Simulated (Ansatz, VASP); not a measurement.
**VH: VASP beside Ansatz**

The input INCAR:

```
SYSTEM = VH
ALGO     = Normal         ! electronic algorithm
EDIFF    = 1E-6           ! SCF threshold, eV
ENCUT    = 520            ! plane-wave cutoff, eV
GGA      = PS             ! functional
ISIF     = 2              ! what is computed and relaxed
ISMEAR   = -1             ! smearing method
ISPIN    = 2              ! spin polarisation
LASPH    = .True.         ! aspherical terms in the spheres
LCHARG   = .False.        ! write CHGCAR
LMAXMIX  = 4              ! l up to which the mixer works
LORBIT   = 11             ! projections on sites
LREAL    = .False.        ! projectors in reciprocal space
LWAVE    = .False.        ! write WAVECAR
MAGMOM   = 1.5 0          ! initial moments
NBANDS   = 18             ! bands
NELM     = 150            ! most SCF steps
PREC     = Accurate       ! precision mode
SIGMA    = 0.1            ! smearing width, eV
```

KPOINTS

```
k-points
0
Gamma
  13 13 13
  0 0 0
```

File POSCAR:

```
VH
1.0
    0.0000000000      1.9637540000      1.9637540000
    1.9637540000      0.0000000000      1.9637540000
    1.9637540000      1.9637540000      0.0000000000
V H
1 1
Direct
    0.0000000000      0.0000000000      0.0000000000
    0.5000000000      0.5000000000      0.5000000000
```

Input for Ansatz:

```yaml
crystal:
  lattice:
    - [0.0, 1.963754, 1.963754]
    - [1.963754, 0.0, 1.963754]
    - [1.963754, 1.963754, 0.0]
  atoms:
    - { symbol: V, position: [0.0, 0.0, 0.0], spin: 1.5 }
    - { symbol: H, position: [0.5, 0.5, 0.5] }
kpoints:
  mp_grid:
    grid: [13, 13, 13]
hamiltonian:
  xc: pbesol
  pseudopotentials:
    kind: all_electron
    lapw:
      basis_error: 0.001
magnetization:
  spin_polarized: true
scf:
  convergence:
    dr2_threshold: 1.0e-08
  occupations:
    method: fermi_dirac
```

Alike in both runs: task single point; functional PBEsol; k mesh 13 × 13 × 13; collinear spin.

|  | VASP | Ansatz |
| --- | --- | --- |
| version | VASP 6.6.1 | Ansatz 0.2.0 |
| potentials or method | VASP PAW PBE potentials, release 64 (V_sv, H), cutoff 520 eV | all-electron (LAPW or listed datasets) |
| occupations | fermi-dirac, width 0.1 eV | fermi-dirac |

|  | VASP | Ansatz | Ansatz less VASP |
| --- | --- | --- | --- |
| net moment per atom (μB) | 0.00 | 0.00 | 0.000 |

VASP's potentials were made for PBE, not for PBEsol. Ansatz ran all-electron here, and VASP with PAW potentials. Ansatz's warnings: seeded moment not kept.
